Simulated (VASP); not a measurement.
# MgO (P6_3/mmc) in VASP: notebook

The runs below take MgO through single point, with PBE.

All numbers are computed with VASP 6.6.1; they aren't measurements. Logs are shortened: lines on timing, memory, paths and dates and some standing lists are left out, and cuts for length are marked.

## Step 1: The cell of the first run

The structure is hexagonal, space group P6_3/mmc (No. 194). Conventional cell: a = 3.381 Å, b = 3.381 Å, c = 4.155 Å, α = 90.00°, β = 90.00°, γ = 120.00°. Mg (site symmetry -6m2) has 5 O at 1.95 to 2.08 Å within 2.6 Å. O (site symmetry -6m2) has 5 Mg at 1.95 to 2.08 Å within 2.6 Å.

## Step 2: Single point, PBE

Contents of INCAR:

```
SYSTEM = MgO
ALGO     = Normal         ! electronic algorithm
EDIFF    = 1E-7           ! SCF threshold, eV
ENCUT    = 520            ! plane-wave cutoff, eV
GGA      = PE             ! functional
ISIF     = 2              ! what is computed and relaxed
ISMEAR   = 0              ! smearing method
LASPH    = .TRUE.         ! aspherical terms in the spheres
LCHARG   = .FALSE.        ! write CHGCAR
LREAL    = .FALSE.        ! projectors in reciprocal space
LWAVE    = .FALSE.        ! write WAVECAR
NBANDS   = 16             ! bands
NELM     = 60             ! most SCF steps
PREC     = Accurate       ! precision mode
SIGMA    = 0.05           ! smearing width, eV
```

Contents of KPOINTS:

```
k-points
0
G
  9 9 6
  0 0 0
```

Contents of POSCAR:

```
MgO
1.0
    3.3805000000      0.0000000000      0.0000000000
   -1.6902500000      2.9275988775      0.0000000000
    0.0000000000      0.0000000000      4.1546000000
Mg O
2 2
Direct
    0.6666666667      0.3333333333      0.7500000000
    0.3333333333      0.6666666667      0.2500000000
    0.6666666667      0.3333333333      0.2500000000
    0.3333333333      0.6666666667      0.7500000000
```

Potentials or basis: VASP PAW PBE potentials, release 64 (Mg, O).

Run with:

```console
$ cat potpaw_PBE.64/Mg/POTCAR potpaw_PBE.64/O/POTCAR > POTCAR
$ mpirun -np 1 vasp_std > vasp.out
```

OUTCAR:

```text
SYSTEM = MgO
   EDIFF = 1E-7
   ENCUT = 520
   GGA = PE
   ISIF = 2
   ISMEAR = 0
   LASPH = .TRUE.
   LREAL = .FALSE.
   NELM = 60
   PREC = Accurate

 ion  position               nearest neighbor table
   1  0.667  0.333  0.750-   4 1.95   4 1.95   4 1.95   3 2.08   3 2.08   2 2.85   2 2.85   2 2.85
                             2 2.85   2 2.85   2 2.85
   2  0.333  0.667  0.250-   3 1.95   3 1.95   3 1.95   4 2.08   4 2.08   1 2.85   1 2.85   1 2.85
                             1 2.85   1 2.85   1 2.85
   3  0.667  0.333  0.250-   2 1.95   2 1.95   2 1.95   1 2.08   1 2.08
   4  0.333  0.667  0.750-   1 1.95   1 1.95   1 1.95   2 2.08   2 2.08

  LATTYP: Found a hexagonal cell.
 ALAT       =     3.3805000000
 C/A-ratio  =     1.2289897944

  Lattice vectors:

 A1 = (   3.3805000000,   0.0000000000,   0.0000000000)
 A2 = (  -1.6902500000,   2.9275988775,   0.0000000000)
 A3 = (   0.0000000000,   0.0000000000,   4.1546000000)

Analysis of symmetry for initial positions (statically):
=====================================================================
 Subroutine PRICEL returns:
 Original cell was already a primitive cell.

 Routine SETGRP: Setting up the symmetry group for a
 hexagonal supercell.

 Subroutine GETGRP returns: Found 24 space group operations
 (whereof 12 operations were pure point group operations)
 out of a pool of 24 trial point group operations.

The static configuration has the point symmetry D_3d.
 The point group associated with its full space group is D_6h.

Analysis of symmetry for dynamics (positions and initial velocities):
=====================================================================
 Subroutine PRICEL returns:
 Original cell was already a primitive cell.

 Routine SETGRP: Setting up the symmetry group for a
 hexagonal supercell.

 Subroutine GETGRP returns: Found 24 space group operations
 (whereof 12 operations were pure point group operations)
 out of a pool of 24 trial point group operations.

The dynamic configuration has the point symmetry D_3d.
 The point group associated with its full space group is D_6h.

 Subroutine INISYM returns: Found 24 space group operations
 (whereof 12 operations are pure point group operations),
 and found     1 'primitive' translations

----------------------------------------------------------------------------------------

                                     Primitive cell

  volume of cell :      41.1170

  direct lattice vectors                    reciprocal lattice vectors
     3.380500000  0.000000000  0.000000000     0.295814229  0.170788425  0.000000000
    -1.690250000  2.927598877  0.000000000     0.000000000  0.341576849  0.000000000
     0.000000000  0.000000000  4.154600000     0.000000000  0.000000000  0.240697059

  length of vectors
     3.380500000  3.380500000  4.154600000     0.341576849  0.341576849  0.240697059

  position of ions in fractional coordinates (direct lattice)
     0.666666667  0.333333333  0.750000000
     0.333333333  0.666666667  0.250000000
     0.666666667  0.333333333  0.250000000
     0.333333333  0.666666667  0.750000000

  ion indices of the primitive-cell ions
   primitive index   ion index
                 1           1
                 2           2
                 3           3
                 4           4

----------------------------------------------------------------------------------------

 KPOINTS: k-points

Automatic generation of k-mesh.
 Grid dimensions read from file:
 generate k-points for:    9    9    6

 Generating k-lattice:

  Cartesian coordinates                     Fractional coordinates (reciprocal lattice)
     0.032868248  0.018976492  0.000000000     0.111111111  0.000000000  0.000000000
     0.000000000  0.037952983  0.000000000     0.000000000  0.111111111  0.000000000
     0.000000000  0.000000000  0.040116176     0.000000000  0.000000000  0.166666667

  Length of vectors
     0.037952983  0.037952983  0.040116176

  Shift w.r.t. Gamma in fractional coordinates (k-lattice)
     0.000000000  0.000000000  0.000000000

 Subroutine IBZKPT returns following result:
 ===========================================

 Found     48 irreducible k-points:

 Following reciprocal coordinates:
            Coordinates               Weight
  0.000000  0.000000  0.000000      1.000000
  0.111111  0.000000  0.000000      6.000000
  0.222222  0.000000  0.000000      6.000000
  0.333333  0.000000  0.000000      6.000000
  0.444444  0.000000  0.000000      6.000000
  0.111111  0.111111  0.000000      6.000000
[... 16 lines left out ...]
  0.333333  0.222222  0.166667     24.000000
  0.333333  0.333333  0.166667      4.000000
 [... further k-points ...]
   k-points           NKPTS =     48   k-points in BZ     NKDIM =     48   number of bands    NBANDS=     16
   number of dos      NEDOS =    301   number of ions     NIONS =      4
   total plane-waves  NPLWV =  25088
   dimension x,y,z NGX =    28 NGY =   28 NGZ =   32
   dimension x,y,z NGXF=    56 NGYF=   56 NGZF=   64
   ions per type =               2   2
   NGX,Y,Z   is equivalent  to a cutoff of  13.77, 13.77, 12.80 a.u.
   NGXF,Y,Z  is equivalent  to a cutoff of  27.54, 27.54, 25.61 a.u.
 SYSTEM =  MgO
   PREC   = accura    normal or accurate (medium, high low for compatibility)
   ISTART =      0    job   : 0-new  1-cont  2-samecut
   ICHARG =      2    charge: 1-file 2-atom 10-const
   ISPIN  =      1    spin polarized calculation?
   LNONCOLLINEAR =      F non collinear calculations
   LSORBIT =      F    spin-orbit coupling
   LASPH  =      T    aspherical Exc in radial PAW
   ENCUT  =  520.0 eV  38.22 Ry    6.18 a.u.   6.29  6.29  7.72*2*pi/ulx,y,z
   NELM   =     60;   NELMIN=  2; NELMDL= -5     # of ELM steps
   EDIFF  = 0.1E-06   stopping-criterion for ELM
   LREAL  =      F    real-space projection
   EDIFFG = 0.1E-05   stopping-criterion for IOM
   NSW    =      0    number of steps for IOM
   IBRION =     -1    ionic relax: 0-MD 1-quasi-New 2-CG
   NFREE  =      0    steps in history (QN), initial steepest desc. (CG)
   ISIF   =      2    stress and relaxation
   ISYM   =      2    0-nonsym 1-usesym 2-fastsym
   POTIM  = 0.5000    time-step for ionic-motion
   TEBEG  =    0.0;   TEEND  =   0.0 temperature during run
   PSTRESS=    0.0 pullay stress
   NELECT =      16.0000    total number of electrons
   NUPDOWN=      -1.0000    fix difference up-down
   EMIN   =  10.00;   EMAX   =-10.00  energy-range for DOS
   EFERMI =   0.00;   METHOD = LEGACY
   ISMEAR =     0;   SIGMA  =   0.05  broadening in eV -4-tet -1-fermi 0-gaus
   EFERMI_NEDOS =   21; number of points for ismear=-14 and -15
   IALGO  =     38    algorithm
   IMIX   =      4    mixing-type and parameters
     AMIX     =   0.40;   BMIX     =  1.00
     AMIX_MAG =   1.60;   BMIX_MAG =  1.00
  volume/ion in A,a.u.               =      10.28        69.37
  Fermi-wavevector in a.u.,A,eV,Ry     =   1.195201  2.258602 19.435993  1.428505
  Thomas-Fermi vector in A             =   2.331172
   LORBIT       =      0    0 simple, 1 ext, 2 COOP (PROOUT), +10 PAW based schemes
   GGA     = PE    functional components
   LHFCALC =     F    Hartree Fock is set to
   AEXX    =    0.0000 exact exchange contribution
   IVDW    =     0    specifies the selected vdW correction
   LEPSILON=     F    determine dielectric tensor
   LRPA    =     F    only Hartree local field effects (RPA)
 non-spin polarized calculation
 Gauss-broadening in eV      SIGMA  =   0.05
  energy-cutoff  :      520.00
  volume of cell :       41.12
 maximum number of plane-waves:      1124
 NGX is ok and might be reduce to    28
   NGX = 13   NGY = 13   NGZ = 15

 number of electron      16.0000009 magnetization

 Free energy of the ion-electron system (eV)
  ---------------------------------------------------
  ext. energy  EPLUGINS =         0.00000000
  ---------------------------------------------------
  free energy    TOTEN  =       -23.48261785 eV

  energy without entropy =      -23.48261785  energy(sigma->0) =      -23.48261785

 E-fermi :   2.7042     XC(G=0): -10.3836

 val. band max:        2.5071630112   @ k =   0.0000   0.0000   0.0000
 cond. band min:       6.2763091110   @ k =   0.0000   0.0000   0.0000
 fundamental gap:      3.7691460997
 Fermi energy:         2.7041664353

 k-point     1 :       0.0000    0.0000    0.0000
  band No.  band energies     occupation
      1     -14.7695      2.00000
      2     -13.2344      2.00000
      3      -1.4714      2.00000
      4       0.6469      2.00000
      5       0.6469      2.00000
      6       1.5528      2.00000
[... 8 lines left out ...]
     15      18.5647      0.00000
     16      18.9630      0.00000

 k-point     2 :       0.1111    0.0000    0.0000
  band No.  band energies     occupation
      1     -14.6993      2.00000
      2     -13.2413      2.00000
      3      -1.3661      2.00000
      4       0.4295      2.00000
      5       0.5463      2.00000
      6       1.2448      2.00000
[... 8 lines left out ...]
     15      18.0220      0.00000
     16      18.3791      0.00000

 k-point     3 :       0.2222    0.0000    0.0000
  band No.  band energies     occupation
      1     -14.5058      2.00000
      2     -13.2724      2.00000
      3      -1.0637      2.00000
      4      -0.2007      2.00000
      5       0.3384      2.00000
      6       0.7956      2.00000
[... 8 lines left out ...]
     15      17.2718      0.00000
     16      17.5976      0.00000

 k-point     4 :       0.3333    0.0000    0.0000
  band No.  band energies     occupation
      1     -14.2418      2.00000
      2     -13.3481      2.00000
      3      -0.8919      2.00000
      4      -0.6134      2.00000
      5       0.1462      2.00000
      6       0.4944      2.00000
[... 8 lines left out ...]
     15      17.3759      0.00000
     16      17.6316      0.00000

 k-point     5 :       0.4444    0.0000    0.0000
  band No.  band energies     occupation
      1     -14.0082      2.00000
      2     -13.4565      2.00000
      3      -1.3035      2.00000
      4      -0.1610      2.00000
      5       0.0358      2.00000
      6       0.3392      2.00000
[... 8 lines left out ...]
     15      17.7465      0.00000
     16      17.9291      0.00000

 k-point     6 :       0.1111    0.1111    0.0000
  band No.  band energies     occupation
      1     -14.5673      2.00000
      2     -13.2604      2.00000
      3      -1.1619      2.00000
      4       0.1087      2.00000
      5       0.2138      2.00000
      6       1.0080      2.00000
[... 8 lines left out ...]
     15      17.5165      0.00000
     16      17.6737      0.00000
[... 267 lines left out ...]
 k-point    21 :       0.4444    0.1111    0.1667
  band No.  band energies     occupation
      1     -13.8858      2.00000
      2     -13.5121      2.00000
      3      -1.4940      2.00000
      4      -0.3263      2.00000
      5      -0.1962      2.00000
      6       0.5644      2.00000
[... 8 lines left out ...]
     15      16.9322      0.00000
     16      18.3528      0.00000

 k-point    22 :       0.2222    0.2222    0.1667
  band No.  band energies     occupation
      1     -14.0433      2.00000
      2     -13.4349      2.00000
      3      -1.0051      2.00000
      4      -0.9299      2.00000
      5       0.2252      2.00000
      6       0.5454      2.00000
[... 8 lines left out ...]
     15      17.2749      0.00000
     16      18.7348      0.00000

 k-point    23 :       0.3333    0.2222    0.1667
  band No.  band energies     occupation
      1     -13.8385      2.00000
      2     -13.5363      2.00000
      3      -1.3004      2.00000
      4      -0.6453      2.00000
      5      -0.1968      2.00000
      6       0.8178      2.00000
[... 8 lines left out ...]
     15      17.0436      0.00000
     16      18.9695      0.00000

 k-point    24 :       0.3333    0.3333    0.1667
  band No.  band energies     occupation
      1     -13.6695      2.00000
      2     -13.6695      2.00000
      3      -1.2715      2.00000
      4      -0.5036      2.00000
      5      -0.5036      2.00000
      6       1.1484      2.00000
[... 8 lines left out ...]
     15      16.8164      0.00000
     16      19.9117      0.00000

 [... further k-points ...]
[... 5 lines left out ...]
  --------------------------------------------------------------------------------------
  -------------------------------------------------------------------------------------
  Total        4.2604395      4.2604395      3.0583306      0.0000000      0.0000000      0.0000000
  in kB      166.0134429    166.0134429    119.1717414      0.0000000      0.0000000      0.0000000
  external PRESSURE =     150.3995424 kB  Pullay stress =       0.0000000 kB

 VOLUME and BASIS-vectors are now :
 -----------------------------------------------------------------------------
  energy-cutoff  :      520.00
  volume of cell :       41.12
      direct lattice vectors                 reciprocal lattice vectors
     3.380500000  0.000000000  0.000000000     0.295814229  0.170788425  0.000000000
    -1.690250000  2.927598877  0.000000000     0.000000000  0.341576849  0.000000000
     0.000000000  0.000000000  4.154600000     0.000000000  0.000000000  0.240697059

 POSITION                                       TOTAL-FORCE (eV/Angst)
 -----------------------------------------------------------------------------------
      1.69025      0.97587      3.11595         0.000000     -0.000000      0.000000
     -0.00000      1.95173      1.03865        -0.000000     -0.000000      0.000000
      1.69025      0.97587      1.03865        -0.000000      0.000000     -0.000000
     -0.00000      1.95173      3.11595         0.000000      0.000000      0.000000
 -----------------------------------------------------------------------------------
    total drift:                               -0.000000      0.000000     -0.000000

  FREE ENERGIE OF THE ION-ELECTRON SYSTEM (eV)
  ---------------------------------------------------
  free  energy   TOTEN  =       -23.4826178496 eV

  energy  without entropy=      -23.4826178496  energy(sigma->0) =      -23.48261785
```

Wall time 17 s (1 thread of Intel Xeon Platinum 8488C (Sapphire Rapids), shared host); peak memory 0.18 GiB.

Results:

```
Free energy            : -23.4826 eV
Pressure               : 15.0 GPa
Band gap on the k mesh : 3.77 eV, direct
```

Stress tensor (GPa, compression positive):
```
16.60  0.00  0.00
 0.00 16.60  0.00
 0.00  0.00 11.92
```

## Step 3: Single point, PBE

This run uses another cell than the first one, of 10.37 Å³/atom, 1.009 times its volume.

Contents of INCAR:

```
ALGO = Normal ; EDIFF = 1E-6
ENCUT = 520 ; GGA = PE
ISIF = 2 ; ISMEAR = 0
LASPH = T ; LCHARG = F
LREAL = F ; LWAVE = F
NBANDS = 16 ; NELM = 80
PREC = Accurate ; SIGMA = 0.05
```

Contents of KPOINTS:

```
k-points
0
Gamma
  9 9 6
```

Contents of POSCAR:

```
MgO
1.0
    3.3453000000      0.0000000000      0.0000000000
   -1.6726500000      2.8971147833      0.0000000000
    0.0000000000      0.0000000000      4.2818000000
Mg O
2 2
Direct
    0.6666666667      0.3333333333      0.7500000000
    0.3333333333      0.6666666667      0.2500000000
    0.6666666667      0.3333333333      0.2500000000
    0.3333333333      0.6666666667      0.7500000000
```

Potentials or basis: VASP PAW PBE potentials, release 64 (Mg, O).

Run with:

```console
$ cat potpaw_PBE.64/Mg/POTCAR potpaw_PBE.64/O/POTCAR > POTCAR
$ mpirun -np 1 vasp_std > vasp.out
```

It took 12 s on 1 thread of Intel Xeon 6975P-C (Granite Rapids), shared host; peak memory 0.18 GiB.

It converged, with:

| Property | Result |
| --- | --- |
| Free energy | -23.4523 eV |
| Pressure | 14.2 GPa |
| Band gap on the k mesh | 3.69 eV, direct |

Stress tensor (GPa, compression positive):
```
18.75  0.00  0.00
 0.00 18.75  0.00
 0.00  0.00  5.03
```

Levels at points of the mesh, in eV from the valence-band top:
```tsv
k point	band 5	band 6	band 7	band 8	band 9	band 10	band 11	band 12
(0.00, 0.00, 0.00)	-1.82	-1.02	-1.02	0.00	3.69	9.73	12.09	13.37
(0.00, 0.00, 0.50)	-1.44	-1.44	-1.44	-1.44	6.70	6.70	13.74	13.74
```

## Step 4: Single point, PBE

This run uses another cell than the first one, of 10.39 Å³/atom, 1.011 times its volume.

Contents of INCAR:

```
ALGO = Normal ; EDIFF = 1E-7
ENCUT = 520 ; GGA = PE
ISIF = 2 ; ISMEAR = 0
LASPH = True ; LCHARG = True
LELF = True ; LREAL = False
LVHAR = True ; LWAVE = False
NBANDS = 16 ; NELM = 100
PREC = Accurate ; SIGMA = 0.05
```

KPOINTS is that of step 3.

Contents of POSCAR:

```
MgO
1.0
    3.4157000000      0.0000000000      0.0000000000
   -1.7078500000      2.9580829717      0.0000000000
    0.0000000000      0.0000000000      4.1122000000
Mg O
2 2
Direct
    0.6666666667      0.3333333333      0.7500000000
    0.3333333333      0.6666666667      0.2500000000
    0.6666666667      0.3333333333      0.2500000000
    0.3333333333      0.6666666667      0.7500000000
```

Run with:

```console
$ cat potpaw_PBE.64/Mg/POTCAR potpaw_PBE.64/O/POTCAR > POTCAR
$ mpirun -np 1 vasp_std > vasp.out
```

Run time: 14 s. Hardware: 1 thread of Intel Xeon 6975P-C (Granite Rapids), shared host; peak memory 0.17 GiB.

Results (log left out):

```
Free energy            : -23.5282 eV
Pressure               : 13.1 GPa
Band gap on the k mesh : 3.73 eV, direct
```

Stress tensor (GPa, compression positive):
```
12.94  0.00  0.00
 0.00 12.94  0.00
 0.00  0.00 13.47
```

Levels at points of the mesh, in eV from the valence-band top:
```
           k point  band 4  band 5  band 6  band 7  band 8  band 9  band 10  band 11  band 12  band 13
(0.00, 0.00, 0.00)   -1.85   -1.85   -0.89   -0.89    0.00    3.73     9.94    12.68    12.96    12.96
(0.00, 0.00, 0.50)   -2.54   -1.39   -1.39   -1.39   -1.39    6.78     6.78    13.32    13.32    13.32
```

As with any semilocal functional, this PBE gap is likely too small.

## Step 5: Summary

| cell | gap on the mesh (eV) | pressure (GPa) |
| --- | --- | --- |
| a = 3.381, b = 3.381, c = 4.155 Å, angles 90.0, 90.0, 120.0°, 4 atoms | 3.77 | 15.0 |
| a = 3.345, b = 3.345, c = 4.282 Å, angles 90.0, 90.0, 120.0°, 4 atoms | 3.69 | 14.2 |
| a = 3.416, b = 3.416, c = 4.112 Å, angles 90.0, 90.0, 120.0°, 4 atoms | 3.73 | 13.1 |

Alike in all rows: task single point; level PBE; potentials or basis VASP PAW PBE potentials, release 64 (Mg, O); no spin polarisation; k mesh 9 × 9 × 6; cutoff (eV) 520; smearing gaussian 0.05 eV.

Total energies depend on the potentials used, so only differences within one code and one set of settings carry meaning.
